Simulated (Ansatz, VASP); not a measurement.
One calculation of AlN, two programs

```
Al N
1.0
     0.00000    2.29783    2.29783
     2.29783    0.00000    2.29783
     2.29783    2.29783    0.00000
Al N
1 1
Direct
  0.00000 0.00000 0.00000
  0.75000 0.75000 0.75000
```

Change from the starting cell: hydrostatic strain +5.2%.

Alike in both runs: task single point; functional r2SCAN; k mesh 10 × 10 × 10; no spin polarisation.

|  | VASP | Ansatz |
| --- | --- | --- |
| version | VASP 6.6.1 | Ansatz 0.2.0 |
| potentials or method | VASP PAW PBE potentials, release 64 (Al, N) | plane waves, PAW |
| plane-wave cutoff (eV) | 520 | 500 |
| occupations | gaussian, width 0.01 eV | fixed |
| valence electrons in the cell | 8 | 8 |

Ansatz gave:

| Item | Value |
| --- | --- |
| gap on the k mesh at the Fermi level (eV) | 3.50 |
| pressure (GPa) | -23.7 |

Question: What did VASP give for the same quantities?

Answer: gap on the k mesh at the Fermi level (eV): 3.54; pressure (GPa): -24.1.

VASP's potentials were made for PBE, not for r2SCAN.
